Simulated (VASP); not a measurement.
# BeS (F-43m) in VASP: a series of runs, part 2 of 2

VASP 6.6.1. The steps go on from the part before.

**4. Single point, r2SCAN**

This run uses another cell than the first one, of 13.54 Å³/atom, 1.060 times its volume.

POSCAR

```
BeS
1.0
    0.0000000000      2.3832034012      2.3832034012
    2.3832034012      0.0000000000      2.3832034012
    2.3832034012      2.3832034012      0.0000000000
Be S
1 1
Direct
    0.0000000000      0.0000000000      0.0000000000
    0.7500000000      0.7500000000      0.7500000000
```

INCAR.step1

```
ALGO = Normal ; EDIFF = 1E-4
ENCUT = 520 ; GGA = PE
ISMEAR = 0 ; LASPH = True
LCHARG = False ; LREAL = False
LWAVE = True ; NBANDS = 11
NELM = 60 ; PREC = Accurate
SIGMA = 0.01
```

INCAR.step2

```
ALGO = Normal ; EDIFF = 1E-7
ENCUT = 520 ; ISIF = 2
ISMEAR = 0 ; ISTART = 1
LASPH = True ; LCHARG = False
LMIXTAU = True ; LREAL = False
LWAVE = False ; METAGGA = R2SCAN
NBANDS = 11 ; NELM = 60
PREC = Accurate ; SIGMA = 0.01
```

KPOINTS

```
k-points
0
Gamma
  8 8 8
```

Potentials or basis: VASP PAW PBE potentials, release 64 (Be, S).

Run with:

```console
cat potpaw_PBE.64/Be/POTCAR potpaw_PBE.64/S/POTCAR > POTCAR
cp INCAR.step1 INCAR
mpirun -np 1 vasp_std > vasp.out
cp INCAR.step2 INCAR
mpirun -np 1 vasp_std > vasp.out
```

OUTCAR:

```text
EDIFF = 1E-7
   ENCUT = 520
   ISIF = 2
   ISMEAR = 0
   ISTART = 1
   LASPH = True
   LREAL = False
   METAGGA = R2SCAN
   NELM = 60
   PREC = Accurate

 ion  position               nearest neighbor table
   1  0.000  0.000  0.000-   2 2.06   2 2.06   2 2.06   2 2.06
   2  0.750  0.750  0.750-   1 2.06   1 2.06   1 2.06   1 2.06

  LATTYP: Found a face centered cubic cell.
 ALAT       =     4.7664068024

  Lattice vectors:

 A1 = (   0.0000000000,   2.3832034012,   2.3832034012)
 A2 = (   2.3832034012,   0.0000000000,   2.3832034012)
 A3 = (   2.3832034012,   2.3832034012,   0.0000000000)

Analysis of symmetry for initial positions (statically):
=====================================================================
 Subroutine PRICEL returns:
 Original cell was already a primitive cell.

 Routine SETGRP: Setting up the symmetry group for a
 face centered cubic supercell.

 Subroutine GETGRP returns: Found 24 space group operations
 (whereof 24 operations were pure point group operations)
 out of a pool of 48 trial point group operations.

The static configuration has the point symmetry T_d .

Analysis of symmetry for dynamics (positions and initial velocities):
[... 165 lines left out ...]
 Fermi energy:         4.6660410962

 k-point     1 :       0.0000    0.0000    0.0000
  band No.  band energies     occupation
      1     -10.1471      2.00000
      2       4.5266      2.00000
      3       4.5266      2.00000
      4       4.5266      2.00000
      5      10.7448      0.00000
      6      10.7448      0.00000
      7      10.7448      0.00000
      8      11.6962      0.00000
      9      18.0471      0.00000
     10      18.0471      0.00000
     11      20.8721      0.00000
[... 309 lines left out ...]
 k-point    24 :      -0.3750    0.2500    0.1250
  band No.  band energies     occupation
      1      -8.0004      2.00000
      2      -1.2115      2.00000
      3       1.5008      2.00000
      4       2.5038      2.00000
      5      11.1318      0.00000
      6      11.8612      0.00000
      7      14.6400      0.00000
      8      16.0144      0.00000
      9      17.0992      0.00000
     10      21.1199      0.00000
     11      22.0036      0.00000

 [... further k-points ...]
[... 5 lines left out ...]
  --------------------------------------------------------------------------------------
  -------------------------------------------------------------------------------------
  Total        1.2315066      1.2315066      1.2315066      0.0000000     -0.0000000     -0.0000000
  in kB       72.8843023     72.8843023     72.8843023      0.0000000     -0.0000000     -0.0000000
  external PRESSURE =      72.8843023 kB  Pullay stress =       0.0000000 kB

 VOLUME and BASIS-vectors are now :
 -----------------------------------------------------------------------------
  energy-cutoff  :      520.00
  volume of cell :       27.07
      direct lattice vectors                 reciprocal lattice vectors
     0.000000000  2.383203401  2.383203401    -0.209801648  0.209801648  0.209801648
     2.383203401  0.000000000  2.383203401     0.209801648 -0.209801648  0.209801648
     2.383203401  2.383203401  0.000000000     0.209801648  0.209801648 -0.209801648

 POSITION                                       TOTAL-FORCE (eV/Angst)
 -----------------------------------------------------------------------------------
      0.00000      0.00000      0.00000         0.000000      0.000000      0.000000
      3.57481      3.57481      3.57481        -0.000000     -0.000000     -0.000000
 -----------------------------------------------------------------------------------
    total drift:                                0.000000      0.000000      0.000000

  FREE ENERGIE OF THE ION-ELECTRON SYSTEM (eV)
  ---------------------------------------------------
  free  energy   TOTEN  =       -14.7459931274 eV

  energy  without entropy=      -14.7459931274  energy(sigma->0) =      -14.74599313
```

OUTCAR.step1:

```text
EDIFF = 1E-4
   ENCUT = 520
   GGA = PE
   ISMEAR = 0
   LASPH = True
[... 557 lines left out ...]
 -----------------------------------------------------------------------------------
      0.00000      0.00000      0.00000         0.000000      0.000000      0.000000
      3.57481      3.57481      3.57481        -0.000000     -0.000000     -0.000000
 -----------------------------------------------------------------------------------
    total drift:                                0.000000      0.000000      0.000000

  FREE ENERGIE OF THE ION-ELECTRON SYSTEM (eV)
  ---------------------------------------------------
  free  energy   TOTEN  =        -9.9718929620 eV

  energy  without entropy=       -9.9718929620  energy(sigma->0) =       -9.97189296
```

OSZICAR.step1:

```text
N       E                     dE             d eps       ncg     rms          rms(c)
DAV:   1     0.193989466924E+02    0.19399E+02   -0.39598E+03   638   0.627E+02
DAV:   2    -0.908384285666E+01   -0.28483E+02   -0.27419E+02   821   0.117E+02
DAV:   3    -0.101709901883E+02   -0.10871E+01   -0.10856E+01   812   0.228E+01
DAV:   4    -0.101775450959E+02   -0.65549E-02   -0.65537E-02   783   0.209E+00
DAV:   5    -0.101775970408E+02   -0.51945E-04   -0.51945E-04   835   0.178E-01    0.610E+00
DAV:   6    -0.100215528524E+02    0.15604E+00   -0.11351E-01   742   0.171E+00    0.413E+00
DAV:   7    -0.997076421900E+01    0.50789E-01   -0.14077E-01   823   0.201E+00    0.960E-01
DAV:   8    -0.997181214536E+01   -0.10479E-02   -0.68702E-03   780   0.449E-01    0.155E-01
DAV:   9    -0.997189296200E+01   -0.80817E-04   -0.47952E-04   795   0.141E-01
   1 F= -.99718930E+01 E0= -.99718930E+01  d E =-.208893E-83
```

Wall time 47 s (1 thread of Intel Xeon 6975P-C (Granite Rapids), shared host); peak memory 0.15 GiB.

What came out:

```yaml
Free_energy: -14.7460 eV
Pressure: 7.3 GPa
Band_gap_on_the_k_mesh: 3.45 eV, indirect (least direct gap 6.22 eV)
```

Levels at points of the mesh, in eV from the valence-band top:
| k point | band 2 | band 3 | band 4 | band 5 | band 6 | band 7 |
| --- | --- | --- | --- | --- | --- | --- |
| (0.00, 0.00, 0.00) | 0.00 | 0.00 | 0.00 | 6.22 | 6.22 | 6.22 |
| (0.50, 0.00, 0.00) | -6.32 | -1.14 | -1.14 | 6.29 | 7.11 | 7.11 |
| (0.50, 0.50, 0.00) | -5.48 | -2.91 | -2.91 | 3.45 | 5.33 | 14.29 |

Caveat: the PAW data sets were made with another functional, which shifts forces and pressure a little. r2SCAN opens gaps a little over a GGA but as a rule still falls short of measured ones.

**5. Overview**

| cell | gap on the mesh (eV) | pressure (GPa) |
| --- | --- | --- |
| a = 3.305 Å, angles 60.0°, 2 atoms | 3.29 | 15.2 |
| a = 3.344 Å, angles 60.0°, 2 atoms | 3.39 | 10.3 |
| a = 3.370 Å, angles 60.0°, 2 atoms | 3.45 | 7.3 |

Alike in all rows: task single point; level r2SCAN; potentials or basis VASP PAW PBE potentials, release 64 (Be, S); no spin polarisation; k mesh 8 × 8 × 8; cutoff (eV) 520; smearing gaussian 0.01 eV.

Caveats: the PAW data sets were made with another functional, which shifts forces and pressure a little.

Total energies depend on the potentials used, so only differences within one code and one set of settings carry meaning.
